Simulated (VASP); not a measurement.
## H5Pt: single point with PBE

Crystal: H5Pt.

```
H Pt
1.0
     3.44308    0.00000    0.00000
    -1.72154    2.98180    0.00000
     0.00000    0.00000    5.58757
H Pt
5 1
Direct
  0.50000 0.00000 0.00000
  0.00000 0.50000 0.00000
  0.50000 0.50000 0.00000
  0.33333 0.66667 0.50000
  0.66667 0.33333 0.50000
  0.00000 0.00000 0.00000
```

The cell was built from a structure type or drawn by symmetry, and may not be a known phase.

```
Program                : VASP 6.6.1
Task                   : single point
Functional             : PBE
Potentials or basis    : VASP PAW PBE potentials, release 64 (H, Pt)
Cutoff                 : 520 eV
k mesh                 : 6 × 6 × 4
Occupations            : gaussian, width 0.1 eV
Spin                   : no spin polarisation
Dipole correction      : no
Further INCAR settings : ALGO = Normal; EDIFF = 1e-07; NBANDS = 16
```

```yaml
Pressure: 0.2 GPa
Band_gap_on_the_k_mesh: zero (an odd number of electrons rules out a gap without spin polarisation)
```

Levels at points of the mesh, in eV from the Fermi level:
```csv
k point,band 5,band 6,band 7,band 8,band 9,band 10
"(0.00, 0.00, 0.00)",-1.43,-1.43,-0.43,1.94,4.77,9.73
"(0.50, 0.00, 0.00)",-1.88,-1.67,-1.35,-0.68,0.61,1.43
"(0.00, 0.00, 0.50)",-1.43,-1.43,-1.42,4.47,4.81,8.81
"(0.50, 0.00, 0.50)",-1.83,-1.68,-0.93,-0.14,0.37,0.62
```

Wall time 17 s on 1 thread of Intel(R) Xeon(R) Platinum 8559C (Emerald Rapids) (shared host), peak memory 0.17 GiB.

Caveat: spin-orbit coupling is left out, which moves the levels of the heavy elements.
